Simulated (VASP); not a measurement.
# C in VASP: a series of runs

The runs below take C through single point, with PBE.

All numbers are computed with VASP 6.6.1; they aren't measurements. Logs are shortened: lines on timing, memory, paths and dates and some standing lists are left out, and cuts for length are marked.

**1. The cell of the first run**

The cell holds a wire or tube with vacuum around it, 13 atoms: a = 4.933 Å, b = 8.872 Å, c = 20.291 Å, α = 90.00°, β = 90.00°, γ = 97.99°.

**2. Single point, PBE**

The input, INCAR:

```
  PREC = Accurate
  ENCUT = 520
  EDIFF = 1E-7
  ISMEAR = 0
  SIGMA = 0.1
  LREAL = F
  LASPH = T
  NELM = 60
  ALGO = Normal
  ISIF = 2
  LWAVE = F
  LCHARG = T
  LDIPOL = T
  IDIPOL = 3
  DIPOL = 0.5 0.5 0.330
  GGA = PE
  LELF = T
  LVHAR = T
  LVACPOTAV = T
  NBANDS = 38
```

The input, KPOINTS:

```
regular mesh
0
Gamma
  6 3 1
```

The input, POSCAR:

```
C
1.0
    4.9326910637      0.0000000000      0.0000000000
   -1.2331727659      8.7858796705      0.0000000000
    0.0000000000      0.0000000000     20.2907137603
C
13
Direct
    0.0197005045      0.0788020180      0.1971345142
    0.5197005045      0.0788020180      0.1971345142
    0.2746256306      0.0985025225      0.2311704236
    0.7746256306      0.0985025225      0.2311704236
    0.2844758829      0.1379035315      0.2992422423
    0.7844758829      0.1379035315      0.2992422423
    0.0392967055      0.1571967531      0.3324023561
    0.5392967055      0.1571967531      0.3324023561
    0.0496769843      0.1987214031      0.4035397279
    0.5496769843      0.1987214031      0.4035397279
    0.3040736562      0.2163109382      0.4332382717
    0.8040736562      0.2163109382      0.4332382717
    0.6790736562      0.2163109382      0.4949351247
```

Potentials or basis: VASP PAW PBE potentials, release 64 (C).

On the command line:

```bash
$ cat potpaw_PBE.64/C/POTCAR > POTCAR
$ mpirun -np 1 vasp_std > vasp.out
```

OUTCAR:

```text
PREC = Accurate
   ENCUT = 520
   EDIFF = 1E-7
   ISMEAR = 0
   LREAL = F
   LASPH = T
   NELM = 60
   ISIF = 2
   GGA = PE

 ion  position               nearest neighbor table
   1  0.020  0.079  0.197-   3 1.42   4 1.42
   2  0.520  0.079  0.197-   4 1.42   3 1.42
   3  0.275  0.099  0.231-   5 1.42   1 1.42   2 1.42
   4  0.775  0.099  0.231-   6 1.42   2 1.42   1 1.42
   5  0.284  0.138  0.299-   8 1.41   7 1.41   3 1.42
   6  0.784  0.138  0.299-   7 1.41   8 1.41   4 1.42
   7  0.039  0.157  0.332-   6 1.41   5 1.41   9 1.49
   8  0.539  0.157  0.332-   5 1.41   6 1.41  10 1.49
   9  0.050  0.199  0.404-  11 1.38  12 1.38   7 1.49
  10  0.550  0.199  0.404-  12 1.38  11 1.38   8 1.49  13 1.96
  11  0.304  0.216  0.433-   9 1.38  10 1.38
  12  0.804  0.216  0.433-  10 1.38   9 1.38  13 1.40
  13  0.679  0.216  0.495-  12 1.40  10 1.96

  LATTYP: Found a simple monoclinic cell.
 ALAT       =     4.9326910637
 B/A-ratio  =     4.1135180570
 C/A-ratio  =     1.7986126840
 COS(beta)  =    -0.1389960174

  Lattice vectors:

 A1 = (   4.9326910637,   0.0000000000,   0.0000000000)
 A2 = (   0.0000000000,   0.0000000000, -20.2907137603)
 A3 = (  -1.2331727659,   8.7858796705,   0.0000000000)

Analysis of symmetry for initial positions (statically):
=====================================================================
 Subroutine PRICEL returns:
 Original cell was already a primitive cell.

 Routine SETGRP: Setting up the symmetry group for a
 simple monoclinic supercell.

 Subroutine GETGRP returns: Found  1 space group operations
 (whereof  1 operations were pure point group operations)
 out of a pool of  4 trial point group operations.

The static configuration has the point symmetry C_1 .

Analysis of symmetry for dynamics (positions and initial velocities):
=====================================================================
 Subroutine PRICEL returns:
 Original cell was already a primitive cell.

 Routine SETGRP: Setting up the symmetry group for a
 simple monoclinic supercell.

 Subroutine GETGRP returns: Found  1 space group operations
 (whereof  1 operations were pure point group operations)
 out of a pool of  4 trial point group operations.

The dynamic configuration has the point symmetry C_1 .

 Subroutine INISYM returns: Found  1 space group operations
 (whereof  1 operations are pure point group operations),
 and found     1 'primitive' translations

----------------------------------------------------------------------------------------

                                     Primitive cell

  volume of cell :     879.3596

  direct lattice vectors                    reciprocal lattice vectors
     4.932691064  0.000000000  0.000000000     0.202729096  0.028454749  0.000000000
    -1.233172766  8.785879670  0.000000000     0.000000000  0.113818996  0.000000000
     0.000000000  0.000000000 20.290713760     0.000000000  0.000000000  0.049283629

  length of vectors
     4.932691064  8.872000713 20.290713760     0.204716289  0.113818996  0.049283629

  position of ions in fractional coordinates (direct lattice)
     0.019700505  0.078802018  0.197134514
     0.519700505  0.078802018  0.197134514
     0.274625631  0.098502522  0.231170424
     0.774625631  0.098502522  0.231170424
     0.284475883  0.137903532  0.299242242
     0.784475883  0.137903532  0.299242242
     0.039296705  0.157196753  0.332402356
     0.539296705  0.157196753  0.332402356
     0.049676984  0.198721403  0.403539728
     0.549676984  0.198721403  0.403539728
     0.304073656  0.216310938  0.433238272
     0.804073656  0.216310938  0.433238272
     0.679073656  0.216310938  0.494935125

  ion indices of the primitive-cell ions
   primitive index   ion index
                 1           1
                 2           2
                 3           3
                 4           4
                 5           5
                 6           6
                 7           7
                 8           8
                 9           9
                10          10
                11          11
                12          12
                13          13

----------------------------------------------------------------------------------------

 KPOINTS: regular mesh

Automatic generation of k-mesh.
 Grid dimensions read from file:
 generate k-points for:    6    3    1

 Generating k-lattice:

  Cartesian coordinates                     Fractional coordinates (reciprocal lattice)
     0.033788183  0.004742458  0.000000000     0.166666667  0.000000000  0.000000000
     0.000000000  0.037939665  0.000000000     0.000000000  0.333333333  0.000000000
     0.000000000  0.000000000  0.049283629     0.000000000  0.000000000  1.000000000

  Length of vectors
     0.034119382  0.037939665  0.049283629

  Shift w.r.t. Gamma in fractional coordinates (k-lattice)
     0.000000000  0.000000000  0.000000000

 Subroutine IBZKPT returns following result:
 ===========================================

 Found     10 irreducible k-points:

 Following reciprocal coordinates:
            Coordinates               Weight
  0.000000  0.000000  0.000000      1.000000
  0.166667 -0.000000  0.000000      2.000000
  0.333333 -0.000000  0.000000      2.000000
  0.500000 -0.000000  0.000000      1.000000
  0.000000  0.333333  0.000000      2.000000
  0.166667  0.333333  0.000000      2.000000
  0.333333  0.333333  0.000000      2.000000
  0.500000  0.333333  0.000000      2.000000
 -0.333333  0.333333  0.000000      2.000000
 -0.166667  0.333333  0.000000      2.000000
   k-points           NKPTS =     10   k-points in BZ     NKDIM =     10   number of bands    NBANDS=     38
   number of dos      NEDOS =    301   number of ions     NIONS =     13
   total plane-waves  NPLWV = 448000
   dimension x,y,z NGX =    40 NGY =   70 NGZ =  160
   dimension x,y,z NGXF=    80 NGYF=  140 NGZF=  320
   ions per type =              13
   NGX,Y,Z   is equivalent  to a cutoff of  13.48, 13.12, 13.11 a.u.
   NGXF,Y,Z  is equivalent  to a cutoff of  26.96, 26.23, 26.22 a.u.
 SYSTEM =  unknown system
   PREC   = accura    normal or accurate (medium, high low for compatibility)
   ISTART =      0    job   : 0-new  1-cont  2-samecut
   ICHARG =      2    charge: 1-file 2-atom 10-const
   ISPIN  =      1    spin polarized calculation?
   LNONCOLLINEAR =      F non collinear calculations
   LSORBIT =      F    spin-orbit coupling
   LASPH  =      T    aspherical Exc in radial PAW
   ENCUT  =  520.0 eV  38.22 Ry    6.18 a.u.   9.17 16.50 37.73*2*pi/ulx,y,z
   NELM   =     60;   NELMIN=  2; NELMDL= -5     # of ELM steps
   EDIFF  = 0.1E-06   stopping-criterion for ELM
   LREAL  =      F    real-space projection
   EDIFFG = 0.1E-05   stopping-criterion for IOM
   NSW    =      0    number of steps for IOM
   IBRION =     -1    ionic relax: 0-MD 1-quasi-New 2-CG
   NFREE  =      0    steps in history (QN), initial steepest desc. (CG)
   ISIF   =      2    stress and relaxation
   ISYM   =      2    0-nonsym 1-usesym 2-fastsym
   POTIM  = 0.5000    time-step for ionic-motion
   TEBEG  =    0.0;   TEEND  =   0.0 temperature during run
   PSTRESS=    0.0 pullay stress
   NELECT =      52.0000    total number of electrons
   NUPDOWN=      -1.0000    fix difference up-down
   EMIN   =  10.00;   EMAX   =-10.00  energy-range for DOS
   EFERMI =   0.00;   METHOD = LEGACY
   ISMEAR =     0;   SIGMA  =   0.10  broadening in eV -4-tet -1-fermi 0-gaus
   EFERMI_NEDOS =   21; number of points for ismear=-14 and -15
   IALGO  =     38    algorithm
   IMIX   =      4    mixing-type and parameters
     AMIX     =   0.40;   BMIX     =  1.00
     AMIX_MAG =   1.60;   BMIX_MAG =  1.00
  volume/ion in A,a.u.               =      67.64       456.48
  Fermi-wavevector in a.u.,A,eV,Ry     =   0.637804  1.205274  5.534764  0.406794
  Thomas-Fermi vector in A             =   1.702933
   LORBIT       =      0    0 simple, 1 ext, 2 COOP (PROOUT), +10 PAW based schemes
   GGA     = PE    functional components
   LHFCALC =     F    Hartree Fock is set to
   AEXX    =    0.0000 exact exchange contribution
   IVDW    =     0    specifies the selected vdW correction
   LEPSILON=     F    determine dielectric tensor
   LRPA    =     F    only Hartree local field effects (RPA)
 non-spin polarized calculation
 Gauss-broadening in eV      SIGMA  =   0.10
  energy-cutoff  :      520.00
  volume of cell :      879.36
 maximum number of plane-waves:     23724
 NGX is ok and might be reduce to    40
   NGX = 19   NGY = 33   NGZ = 75

 dipolmoment           0.000000      0.000000      0.101577 electrons x Angstroem

 number of electron      52.0000000 magnetization

 dipolmoment           0.000000      0.000000     -0.046991 electrons x Angstroem

 Free energy of the ion-electron system (eV)
  ---------------------------------------------------
  ext. energy  EPLUGINS =         0.00000000
  ---------------------------------------------------
  free energy    TOTEN  =      -105.14478324 eV

  energy without entropy =     -105.11640456  energy(sigma->0) =     -105.13059390

 E-fermi :  -4.5270     XC(G=0):  -2.1462

 val. band max:       -4.5350928609   @ k =   0.5000   0.3333   0.0000
 cond. band min:      -4.3518591256   @ k =   0.3333  -0.0000   0.0000
 fundamental gap:      0.1832337353
 Fermi energy:        -4.5270308295

 k-point     1 :       0.0000    0.0000    0.0000
  band No.  band energies     occupation
      1     -23.4706      2.00000
      2     -22.2156      2.00000
      3     -20.0709      2.00000
      4     -19.1502      2.00000
      5     -19.1019      2.00000
      6     -18.0476      2.00000
[... 30 lines left out ...]
     37       1.7798      0.00000
     38       1.9075      0.00000

 k-point     2 :       0.1667   -0.0000    0.0000
  band No.  band energies     occupation
      1     -23.3595      2.00000
      2     -22.1289      2.00000
      3     -20.4815      2.00000
      4     -19.8118      2.00000
      5     -18.9712      2.00000
      6     -17.7043      2.00000
[... 30 lines left out ...]
     37       1.8938      0.00000
     38       2.0672      0.00000

 k-point     3 :       0.3333   -0.0000    0.0000
  band No.  band energies     occupation
      1     -23.0428      2.00000
      2     -21.9597      2.00000
      3     -21.2952      2.00000
      4     -20.2134      2.00000
      5     -19.1920      2.00000
      6     -17.8746      2.00000
[... 30 lines left out ...]
     37       2.0203      0.00000
     38       2.3826      0.00000

 k-point     4 :       0.5000   -0.0000    0.0000
  band No.  band energies     occupation
      1     -22.7247      2.00000
      2     -22.1345      2.00000
      3     -21.4360      2.00000
      4     -20.5731      2.00000
      5     -19.0185      2.00000
      6     -18.2864      2.00000
[... 30 lines left out ...]
     37       2.2869      0.00000
     38       2.7412      0.00000
[... 129 lines left out ...]
      4     -20.5731      2.00000
      5     -19.0185      2.00000
      6     -18.2864      2.00000
[... 30 lines left out ...]
     37       2.3173      0.00000
     38       2.6390      0.00000

 k-point     9 :      -0.3333    0.3333    0.0000
  band No.  band energies     occupation
      1     -23.0428      2.00000
      2     -21.9597      2.00000
      3     -21.2952      2.00000
      4     -20.2134      2.00000
      5     -19.1920      2.00000
      6     -17.8746      2.00000
[... 30 lines left out ...]
     37       2.0695      0.00000
     38       2.1608      0.00000

 k-point    10 :      -0.1667    0.3333    0.0000
  band No.  band energies     occupation
      1     -23.3595      2.00000
      2     -22.1289      2.00000
      3     -20.4815      2.00000
      4     -19.8118      2.00000
      5     -18.9712      2.00000
      6     -17.7043      2.00000
[... 30 lines left out ...]
     37       1.6259      0.00000
     38       2.0189      0.00000

------------------------ aborting loop because EDIFF is reached ----------------------------------------

  FORCE on cell =-STRESS in cart. coord.  units (eV):
  Direction    XX          YY          ZZ          XY          YZ          ZX
  --------------------------------------------------------------------------------------
  -------------------------------------------------------------------------------------
  Total        0.0224047      0.1383652      2.9050749     -0.0037619      0.7557575      0.3253122
  in kB        0.0408209      0.2520990      5.2929943     -0.0068541      1.3769766      0.5927129
  external PRESSURE =       1.8619714 kB  Pullay stress =       0.0000000 kB

 VOLUME and BASIS-vectors are now :
 -----------------------------------------------------------------------------
  energy-cutoff  :      520.00
  volume of cell :      879.36
      direct lattice vectors                 reciprocal lattice vectors
     4.932691064  0.000000000  0.000000000     0.202729096  0.028454749  0.000000000
    -1.233172766  8.785879670  0.000000000     0.000000000  0.113818996  0.000000000
     0.000000000  0.000000000 20.290713760     0.000000000  0.000000000  0.049283629

 POSITION                                       TOTAL-FORCE (eV/Angst)
 -----------------------------------------------------------------------------------
      0.00000      0.69235      4.00000         0.281781      0.373723      1.816112
      2.46635      0.69235      4.00000        -0.277531      0.489646      1.632651
      1.23317      0.86543      4.69061         0.074948     -0.744641     -3.105423
      3.69952      0.86543      4.69061        -0.020680     -0.838198     -3.253511
      1.23317      1.21160      6.07184        -0.086403      0.359587      1.464712
      3.69952      1.21160      6.07184         0.054191      0.358961      1.277860
     -0.00001      1.38111      6.74468         0.299723      0.328191      0.785253
      2.46633      1.38111      6.74468        -0.253307     -0.197272      0.436905
     -0.00002      1.74594      8.18811         2.260106     -0.177513     -0.933532
      2.46633      1.74594      8.18811        -2.644098     -0.768559     -4.563738
      1.23315      1.90048      8.79071         1.281144      0.318917      0.965605
      3.69950      1.90048      8.79071        -1.243974      0.451157      3.403818
      3.08291      1.90048     10.04259         0.274101      0.046001      0.073287
 -----------------------------------------------------------------------------------
    total drift:                                0.000092     -0.000175      0.000258

  FREE ENERGIE OF THE ION-ELECTRON SYSTEM (eV)
  ---------------------------------------------------
  free  energy   TOTEN  =      -105.1447832367 eV

  energy  without entropy=     -105.1164045632  energy(sigma->0) =     -105.13059390

 vacuum level on the upper side and lower side of the slab         1.447         1.643
```

Run time: 12 min. Hardware: 1 thread of Intel Xeon Platinum 8488C (Sapphire Rapids), shared host; peak memory 0.94 GiB.

What came out:

```
Free energy   : -105.1448 eV
Largest force : 5.330 eV/Å
```

Forces on the atoms (eV/Å):
```
C    0.282  0.374  1.816
C   -0.278  0.490  1.633
C    0.075 -0.745 -3.105
C   -0.021 -0.838 -3.254
C   -0.086  0.360  1.465
C    0.054  0.359  1.278
C    0.300  0.328  0.785
C   -0.253 -0.197  0.437
C    2.260 -0.178 -0.934
C   -2.644 -0.769 -4.564
C    1.281  0.319  0.966
C   -1.244  0.451  3.404
C    0.274  0.046  0.073
```

**3. Single point, PBE**

The input, INCAR:

```
PREC = Accurate
ENCUT = 520
EDIFF = 1E-6
ISMEAR = 0
SIGMA = 0.1
LREAL = False
LASPH = True
NELM = 100
ALGO = Normal
ISIF = 2
LWAVE = False
LCHARG = True
LDIPOL = True
IDIPOL = 3
DIPOL = 0.5 0.5 0.316
GGA = PE
LELF = True
LVHAR = True
LVACPOTAV = True
NBANDS = 38
```

KPOINTS is that of step 2.

POSCAR: that of step 2 with these lines changed.

```diff
@@ -20,2 +20,2 @@
     0.8040736562      0.2163109382      0.4332382717
-    0.6790736562      0.2163109382      0.4949351247
+    0.5540736562      0.9663109382      0.3134015750
```

Potentials or basis: VASP PAW PBE potentials, release 64 (C).

On the command line:

```bash
$ cat potpaw_PBE.64/C/POTCAR > POTCAR
$ mpirun -np 1 vasp_std > vasp.out
```

Run time: 15 min. Hardware: 1 thread of Intel Xeon Platinum 8488C (Sapphire Rapids), shared host; peak memory 0.91 GiB.

Results (log left out):

```yaml
Free_energy: -100.3834 eV
Largest_force: 4.016 eV/Å
Band_gap_on_the_k_mesh: zero (bands 26 and 27 overlap by 0.09 eV)
```

Forces in eV/Å, atoms in the order of the input:
```
C    0.618  0.722  1.986
C    0.122 -0.137  1.189
C   -1.244 -0.604 -3.615
C    0.105 -0.981 -3.893
C   -1.512  0.538  1.176
C    0.755 -0.439  1.216
C    0.941  0.075  0.570
C   -0.491 -0.941  0.386
C    0.058  0.229  0.545
C    0.037  0.347  1.312
C    0.437 -0.087 -0.484
C   -0.430 -0.084 -0.383
C    0.606  1.361 -0.007
```

Levels at points of the mesh, in eV from the Fermi level:
| k point | band 23 | band 24 | band 25 | band 26 | band 27 | band 28 |
| --- | --- | --- | --- | --- | --- | --- |
| (0.00, 0.00, 0.00) | -0.53 | -0.42 | -0.38 | 0.01 | 0.56 | 0.69 |
| (0.50, 0.00, 0.00) | -1.93 | -0.24 | -0.20 | -0.01 | 0.06 | 0.37 |

**4. Single point, PBE**

The input, INCAR:

```
  PREC = Accurate
  ENCUT = 520
  EDIFF = 1E-7
  ISMEAR = 0
  SIGMA = 0.1
  LREAL = F
  LASPH = T
  NELM = 100
  ALGO = Normal
  ISIF = 2
  LWAVE = F
  LCHARG = F
  LDIPOL = T
  IDIPOL = 3
  DIPOL = 0.5 0.5 0.321
  GGA = PE
  NBANDS = 38
```

The input, KPOINTS:

```
Automatic mesh
0
Gamma
  6 3 1
```

POSCAR: that of step 3 with these lines changed.

```diff
@@ -20,2 +20,2 @@
     0.8040736562      0.2163109382      0.4332382717
-    0.5540736562      0.9663109382      0.3134015750
+    0.6790736562      0.7163109382      0.3785025909
```

On the command line:

```bash
$ cat potpaw_PBE.64/C/POTCAR > POTCAR
$ mpirun -np 1 vasp_std > vasp.out
```

Wall time 21 min (1 thread of Intel Xeon Platinum 8488C (Sapphire Rapids), shared host); peak memory 0.95 GiB.

Results (log left out):

- Free energy: -98.1114 eV
- Largest force: 3.317 eV/Å
- Band gap on the k mesh: zero (bands 26 and 27 overlap by 0.01 eV)

Forces on the atoms (eV/Å):
```
C   -0.002  0.413  1.677
C    0.002  0.416  1.678
C    0.001 -0.806 -3.215
C    0.000 -0.802 -3.218
C    0.001  0.381  1.492
C   -0.002  0.367  1.489
C    0.008 -0.009  0.005
C   -0.008 -0.018  0.007
C    0.001  0.023  0.041
C    0.000  0.019  0.027
C    0.005  0.010  0.004
C   -0.005  0.006  0.008
C    0.000 -0.001  0.005
```

Levels at points of the mesh, in eV from the Fermi level:
```
           k point  band 22  band 23  band 24  band 25  band 26  band 27  band 28  band 29  band 30  band 31
(0.00, 0.00, 0.00)    -1.95    -0.44    -0.32    -0.28     0.02     0.02     0.19     0.62     0.66     1.01
(0.50, 0.00, 0.00)    -1.57    -1.57    -0.09    -0.05    -0.04     0.03     0.05     0.07     0.08     3.05
```

**5. Overview**

| cell | gap on the mesh (eV) | largest force (eV/Å) |
| --- | --- | --- |
| as given, atomic positions A | - | 5.33 |
| as given, atomic positions B | none | 4.02 |
| as given, atomic positions C | none | 3.32 |

Alike in all rows: task single point; level PBE; potentials or basis VASP PAW PBE potentials, release 64 (C); no spin polarisation; k mesh 6 × 3 × 1; cutoff (eV) 520; smearing gaussian 0.1 eV.

Total energies depend on the potentials used, so only differences within one code and one set of settings carry meaning.
